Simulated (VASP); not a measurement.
# Ti (Fm-3m) in VASP: a series of runs

Runs on Ti. Level: PBEsol. Tasks: single point, relaxation of cell and atoms.

All numbers are computed with VASP 6.6.1; they aren't measurements. Logs are shortened: lines on timing, memory, paths and dates and some standing lists are left out, and cuts for length are marked.

### 1 The cell of the first run

The structure is cubic, space group Fm-3m (No. 225). Conventional cell: a = 4.056 Å, b = 4.056 Å, c = 4.056 Å, α = 90.00°, β = 90.00°, γ = 90.00°. Within 3.8 Å of Ti (site symmetry m-3m) lie 12 Ti at 2.87 Å.

This isn't the form of Ti at room conditions, which is hcp.

### 2 Single point, PBEsol

Input file INCAR:

```
PREC = Accurate
ENCUT = 520
EDIFF = 1E-6
ISMEAR = 0
SIGMA = 0.1
LREAL = F
LASPH = T
NELM = 60
ALGO = Normal
ISIF = 2
LWAVE = F
LCHARG = T
GGA = PS
LELF = T
LVHAR = T
NBANDS = 12
```

Input file KPOINTS:

```
Automatic mesh
0
Gamma
  18 18 18
```

Input file POSCAR:

```
Ti
1.0
    0.0000000000      2.0278928326      2.0278928326
    2.0278928326      0.0000000000      2.0278928326
    2.0278928326      2.0278928326      0.0000000000
Ti
1
Direct
    0.0000000000      0.0000000000      0.0000000000
```

Potentials or basis: VASP PAW PBE potentials, release 64 (Ti_sv).

Started as:

```bash
> cat potpaw_PBE.64/Ti_sv/POTCAR > POTCAR
> mpirun -np 1 vasp_std > vasp.out
```

OUTCAR:

```text
PREC = Accurate
   ENCUT = 520
   EDIFF = 1E-6
   ISMEAR = 0
   LREAL = F
   LASPH = T
   NELM = 60
   ISIF = 2
   GGA = PS

 ion  position               nearest neighbor table
   1  0.000  0.000  0.000-

  LATTYP: Found a face centered cubic cell.
 ALAT       =     4.0557856652

  Lattice vectors:

 A1 = (   0.0000000000,   2.0278928326,   2.0278928326)
 A2 = (   2.0278928326,   0.0000000000,   2.0278928326)
 A3 = (   2.0278928326,   2.0278928326,   0.0000000000)

Analysis of symmetry for initial positions (statically):
=====================================================================
 Subroutine PRICEL returns:
 Original cell was already a primitive cell.

 Routine SETGRP: Setting up the symmetry group for a
 face centered cubic supercell.

 Subroutine GETGRP returns: Found 48 space group operations
 (whereof 48 operations were pure point group operations)
 out of a pool of 48 trial point group operations.

The static configuration has the point symmetry O_h .

Analysis of symmetry for dynamics (positions and initial velocities):
=====================================================================
 Subroutine PRICEL returns:
 Original cell was already a primitive cell.

 Routine SETGRP: Setting up the symmetry group for a
 face centered cubic supercell.

 Subroutine GETGRP returns: Found 48 space group operations
 (whereof 48 operations were pure point group operations)
 out of a pool of 48 trial point group operations.

The dynamic configuration has the point symmetry O_h .

 Subroutine INISYM returns: Found 48 space group operations
 (whereof 48 operations are pure point group operations),
 and found     1 'primitive' translations

----------------------------------------------------------------------------------------

                                     Primitive cell

  volume of cell :      16.6788

  direct lattice vectors                    reciprocal lattice vectors
     0.000000000  2.027892833  2.027892833    -0.246561353  0.246561353  0.246561353
     2.027892833  0.000000000  2.027892833     0.246561353 -0.246561353  0.246561353
     2.027892833  2.027892833  0.000000000     0.246561353  0.246561353 -0.246561353

  length of vectors
     2.867873547  2.867873547  2.867873547     0.427056790  0.427056790  0.427056790

  position of ions in fractional coordinates (direct lattice)
     0.000000000  0.000000000  0.000000000

  ion indices of the primitive-cell ions
   primitive index   ion index
                 1           1

----------------------------------------------------------------------------------------

 KPOINTS: Automatic mesh

Automatic generation of k-mesh.
 Grid dimensions read from file:
 generate k-points for:   18   18   18

 Generating k-lattice:

  Cartesian coordinates                     Fractional coordinates (reciprocal lattice)
    -0.013697853  0.013697853  0.013697853     0.055555556  0.000000000  0.000000000
     0.013697853 -0.013697853  0.013697853     0.000000000  0.055555556  0.000000000
     0.013697853  0.013697853 -0.013697853     0.000000000  0.000000000  0.055555556

  Length of vectors
     0.023725377  0.023725377  0.023725377

  Shift w.r.t. Gamma in fractional coordinates (k-lattice)
     0.000000000  0.000000000  0.000000000

 Subroutine IBZKPT returns following result:
 ===========================================

 Found    195 irreducible k-points:

 Following reciprocal coordinates:
            Coordinates               Weight
  0.000000  0.000000  0.000000      1.000000
  0.055556  0.000000  0.000000      8.000000
  0.111111  0.000000  0.000000      8.000000
  0.166667  0.000000  0.000000      8.000000
  0.222222  0.000000  0.000000      8.000000
  0.277778  0.000000  0.000000      8.000000
[... 16 lines left out ...]
 -0.277778  0.055556  0.000000     24.000000
 -0.222222  0.055556  0.000000     24.000000
 [... further k-points ...]
   k-points           NKPTS =    195   k-points in BZ     NKDIM =    195   number of bands    NBANDS=     12
   number of dos      NEDOS =    301   number of ions     NIONS =      1
   total plane-waves  NPLWV =  13824
   dimension x,y,z NGX =    24 NGY =   24 NGZ =   24
   dimension x,y,z NGXF=    48 NGYF=   48 NGZF=   48
   ions per type =               1
   NGX,Y,Z   is equivalent  to a cutoff of  13.91, 13.91, 13.91 a.u.
   NGXF,Y,Z  is equivalent  to a cutoff of  27.82, 27.82, 27.82 a.u.
 SYSTEM =  unknown system
   PREC   = accura    normal or accurate (medium, high low for compatibility)
   ISTART =      0    job   : 0-new  1-cont  2-samecut
   ICHARG =      2    charge: 1-file 2-atom 10-const
   ISPIN  =      1    spin polarized calculation?
   LNONCOLLINEAR =      F non collinear calculations
   LSORBIT =      F    spin-orbit coupling
   LASPH  =      T    aspherical Exc in radial PAW
   ENCUT  =  520.0 eV  38.22 Ry    6.18 a.u.   5.33  5.33  5.33*2*pi/ulx,y,z
   NELM   =     60;   NELMIN=  2; NELMDL= -5     # of ELM steps
   EDIFF  = 0.1E-05   stopping-criterion for ELM
   LREAL  =      F    real-space projection
   EDIFFG = 0.1E-04   stopping-criterion for IOM
   NSW    =      0    number of steps for IOM
   IBRION =     -1    ionic relax: 0-MD 1-quasi-New 2-CG
   NFREE  =      0    steps in history (QN), initial steepest desc. (CG)
   ISIF   =      2    stress and relaxation
   ISYM   =      2    0-nonsym 1-usesym 2-fastsym
   POTIM  = 0.5000    time-step for ionic-motion
   TEBEG  =    0.0;   TEEND  =   0.0 temperature during run
   PSTRESS=    0.0 pullay stress
   NELECT =      12.0000    total number of electrons
   NUPDOWN=      -1.0000    fix difference up-down
   EMIN   =  10.00;   EMAX   =-10.00  energy-range for DOS
   EFERMI =   0.00;   METHOD = LEGACY
   ISMEAR =     0;   SIGMA  =   0.10  broadening in eV -4-tet -1-fermi 0-gaus
   EFERMI_NEDOS =   21; number of points for ismear=-14 and -15
   IALGO  =     38    algorithm
   IMIX   =      4    mixing-type and parameters
     AMIX     =   0.40;   BMIX     =  1.00
     AMIX_MAG =   1.60;   BMIX_MAG =  1.00
  volume/ion in A,a.u.               =      16.68       112.55
  Fermi-wavevector in a.u.,A,eV,Ry     =   1.466944  2.772122 29.278719  2.151925
  Thomas-Fermi vector in A             =   2.582621
   LORBIT       =      0    0 simple, 1 ext, 2 COOP (PROOUT), +10 PAW based schemes
   GGA     = PS    functional components
   LHFCALC =     F    Hartree Fock is set to
   AEXX    =    0.0000 exact exchange contribution
   IVDW    =     0    specifies the selected vdW correction
   LEPSILON=     F    determine dielectric tensor
   LRPA    =     F    only Hartree local field effects (RPA)
 non-spin polarized calculation
 Gauss-broadening in eV      SIGMA  =   0.10
  energy-cutoff  :      520.00
  volume of cell :       16.68
 maximum number of plane-waves:       464
 NGX is ok and might be reduce to    24
   NGX = 11   NGY = 11   NGZ = 11

 number of electron      12.0000001 magnetization

 Free energy of the ion-electron system (eV)
  ---------------------------------------------------
  ext. energy  EPLUGINS =         0.00000000
  ---------------------------------------------------
  free energy    TOTEN  =        -8.28746975 eV

  energy without entropy =       -8.27896455  energy(sigma->0) =       -8.28321715

 E-fermi :   8.5310     XC(G=0): -11.8309

 val. band max:        8.5289374443   @ k =  -0.3333   0.3333   0.1111
 cond. band min:       8.5334867941   @ k =  -0.3333   0.0556   0.0000
 fundamental gap:      0.0045493498
 Fermi energy:         8.5309750753

 k-point     1 :       0.0000    0.0000    0.0000
  band No.  band energies     occupation
      1     -47.8811      2.00000
      2     -23.7844      2.00000
      3     -23.7844      2.00000
      4     -23.7844      2.00000
      5       2.3364      2.00000
      6       9.4300      0.00000
      7       9.4300      0.00000
      8       9.4300      0.00000
      9      11.1467      0.00000
     10      11.1467      0.00000
     11      24.0218      0.00000
     12      28.6534      0.00000

 k-point     2 :       0.0556    0.0000    0.0000
  band No.  band energies     occupation
      1     -47.8768      2.00000
      2     -23.8086      2.00000
      3     -23.7874      2.00000
      4     -23.7873      2.00000
      5       2.4407      2.00000
      6       9.3640      0.00000
      7       9.4687      0.00000
      8       9.4687      0.00000
      9      11.1210      0.00000
     10      11.1210      0.00000
     11      24.1181      0.00000
     12      27.8237      0.00000

 k-point     3 :       0.1111    0.0000    0.0000
  band No.  band energies     occupation
      1     -47.8642      2.00000
      2     -23.8782      2.00000
      3     -23.7960      2.00000
      4     -23.7960      2.00000
      5       2.7459      2.00000
      6       9.1844      0.00000
      7       9.5691      0.00000
      8       9.5691      0.00000
      9      11.0634      0.00000
     10      11.0634      0.00000
     11      24.3084      0.00000
     12      26.3309      0.00000

 k-point     4 :       0.1667    0.0000    0.0000
  band No.  band energies     occupation
      1     -47.8448      2.00000
      2     -23.9837      2.00000
      3     -23.8091      2.00000
      4     -23.8091      2.00000
      5       3.2284      2.00000
      6       8.9399      0.00000
      7       9.6791      0.00000
      8       9.6791      0.00000
      9      11.0351      0.00000
     10      11.0351      0.00000
     11      24.0066      0.00000
     12      25.2334      0.00000

 k-point     5 :       0.2222    0.0000    0.0000
  band No.  band energies     occupation
      1     -47.8209      2.00000
      2     -24.1115      2.00000
      3     -23.8253      2.00000
      4     -23.8253      2.00000
      5       3.8438      2.00000
      6       8.6977      0.01840
      7       9.7176      0.00000
      8       9.7176      0.00000
      9      11.1243      0.00000
     10      11.1243      0.00000
     11      22.6598      0.00000
     12      24.9771      0.00000
[... 228 lines left out ...]
      1     -47.7444      2.00000
      2     -24.4896      2.00000
      3     -23.8974      2.00000
      4     -23.8722      2.00000
      5       5.7408      2.00000
      6       8.7733      0.00061
      7       9.3331      0.00000
      8       9.4272      0.00000
      9      11.9398      0.00000
     10      12.3460      0.00000
     11      18.0656      0.00000
     12      23.5911      0.00000

 k-point    22 :      -0.3333    0.0556    0.0000
  band No.  band energies     occupation
      1     -47.7618      2.00000
      2     -24.4023      2.00000
      3     -23.8881      2.00000
      4     -23.8575      2.00000
      5       5.3822      2.00000
      6       8.5335      0.97166
      7       9.4239      0.00000
      8       9.5368      0.00000
      9      11.5947      0.00000
     10      12.0750      0.00000
     11      19.2693      0.00000
     12      23.9716      0.00000

 k-point    23 :      -0.2778    0.0556    0.0000
  band No.  band energies     occupation
      1     -47.7845      2.00000
      2     -24.2876      2.00000
      3     -23.8738      2.00000
      4     -23.8404      2.00000
      5       4.8150      2.00000
      6       8.4661      1.64078
      7       9.5571      0.00000
      8       9.6708      0.00000
      9      11.2307      0.00000
     10      11.7514      0.00000
     11      20.6919      0.00000
     12      24.4233      0.00000

 k-point    24 :      -0.2222    0.0556    0.0000
  band No.  band energies     occupation
      1     -47.8095      2.00000
      2     -24.1587      2.00000
      3     -23.8562      2.00000
      4     -23.8229      2.00000
      5       4.1475      2.00000
      6       8.5814      0.47554
      7       9.6691      0.00000
      8       9.7740      0.00000
      9      10.9404      0.00000
     10      11.4532      0.00000
     11      22.2053      0.00000
     12      24.8031      0.00000

 [... further k-points ...]

------------------------ aborting loop because EDIFF is reached ----------------------------------------

  FORCE on cell =-STRESS in cart. coord.  units (eV):
  Direction    XX          YY          ZZ          XY          YZ          ZX
  --------------------------------------------------------------------------------------
  -------------------------------------------------------------------------------------
  Total       -0.0280478     -0.0280478     -0.0280478      0.0000000      0.0000000     -0.0000000
  in kB       -2.6942921     -2.6942921     -2.6942921      0.0000000      0.0000000     -0.0000000
  external PRESSURE =      -2.6942921 kB  Pullay stress =       0.0000000 kB

 VOLUME and BASIS-vectors are now :
 -----------------------------------------------------------------------------
  energy-cutoff  :      520.00
  volume of cell :       16.68
      direct lattice vectors                 reciprocal lattice vectors
     0.000000000  2.027892833  2.027892833    -0.246561353  0.246561353  0.246561353
     2.027892833  0.000000000  2.027892833     0.246561353 -0.246561353  0.246561353
     2.027892833  2.027892833  0.000000000     0.246561353  0.246561353 -0.246561353

 POSITION                                       TOTAL-FORCE (eV/Angst)
 -----------------------------------------------------------------------------------
      0.00000      0.00000      0.00000        -0.000000     -0.000000     -0.000000
 -----------------------------------------------------------------------------------
    total drift:                                0.000000      0.000000     -0.000000

  FREE ENERGIE OF THE ION-ELECTRON SYSTEM (eV)
  ---------------------------------------------------
  free  energy   TOTEN  =        -8.2874697503 eV

  energy  without entropy=       -8.2789645471  energy(sigma->0) =       -8.28321715
```

It took 42 s on 1 thread of Intel Xeon 8259CL, shared host; peak memory 0.17 GiB.

What came out:

```
Free energy            : -8.2875 eV
Pressure               : -0.3 GPa
Band gap on the k mesh : zero (bands 6 and 7 overlap by 1.35 eV)
```

Caveat: the PAW data sets were made with another functional, which shifts forces and pressure a little.

### 3 Relaxation of cell and atoms, PBEsol

This run uses another cell than the first one, of 17.38 Å³/atom.

Input file INCAR:

```
SYSTEM = Ti
PREC = Accurate
ENCUT = 600
EDIFF = 1E-7
ISMEAR = 0
SIGMA = 0.1
LREAL = .False.
LASPH = .True.
NELM = 60
ALGO = Fast
ISIF = 3
LWAVE = .False.
LCHARG = .False.
GGA = PS
IBRION = 2
NSW = 70
EDIFFG = -0.005
```

Input file KPOINTS:

```
regular mesh
0
Gamma
  18 18 18
  0 0 0
```

Input file POSCAR:

```
Ti
1.0
    0.0000000000      2.0560175227      2.0560175227
    2.0560175227      0.0000000000      2.0560175227
    2.0560175227      2.0560175227      0.0000000000
Ti
1
Direct
    0.0000000000      0.0000000000      0.0000000000
```

Potentials or basis: VASP PAW PBE potentials, release 64 (Ti_sv).

Started as:

```bash
> cat potpaw_PBE.64/Ti_sv/POTCAR > POTCAR
> mpirun -np 1 vasp_std > vasp.out
```

Run time: 6.5 min. Hardware: 1 thread of Intel Xeon 8259CL, shared host; peak memory 0.19 GiB.

Results (log left out):

```yaml
Free_energy: -8.2876 eV
Relaxed_volume: 16.64 Å³/atom
Relaxed_cell: a = 2.866 Å, b = 2.866 Å, c = 2.866 Å, α = 60.00°, β = 60.00°, γ = 60.00°
Space_group_after_relaxing_to_0.1_Å: Fm-3m (No. 225)
Energy_gained_by_relaxing: 11.1 meV/atom
Ionic_steps: 3
Pressure_after_relaxing: 0.0 GPa
Band_gap_on_the_k_mesh: zero (bands 6 and 7 overlap by 1.36 eV)
```

Step by step:
```
step  energy change (eV)  largest force (eV/Å)  pressure (GPa)  volume (Å³)
   1              0.0000                0.0000           -4.63        17.38
   2             -0.0059                0.0000            3.26        16.15
   3             -0.0111                0.0000           -0.04        16.64
```

Final structure:
```
Ti
1.0
     0.00000    2.02645    2.02645
     2.02645    0.00000    2.02645
     2.02645    2.02645    0.00000
Ti
1
Cartesian
  0.0000 0.0000 0.0000
```

Levels at points of the mesh, in eV from the Fermi level:
```csv
k point,band 3,band 4,band 5,band 6,band 7,band 8,band 9,band 10
"(0.00, 0.00, 0.00)",-32.31,-32.31,-6.20,0.90,0.90,0.90,2.62,2.62
"(0.50, 0.00, 0.00)",-32.41,-32.41,-2.70,0.75,0.77,0.77,3.78,3.78
"(0.50, 0.50, 0.00)",-32.58,-32.58,-2.74,-1.83,3.04,3.76,4.08,4.08
```

Caveat: the PAW data sets were made with another functional, which shifts forces and pressure a little.
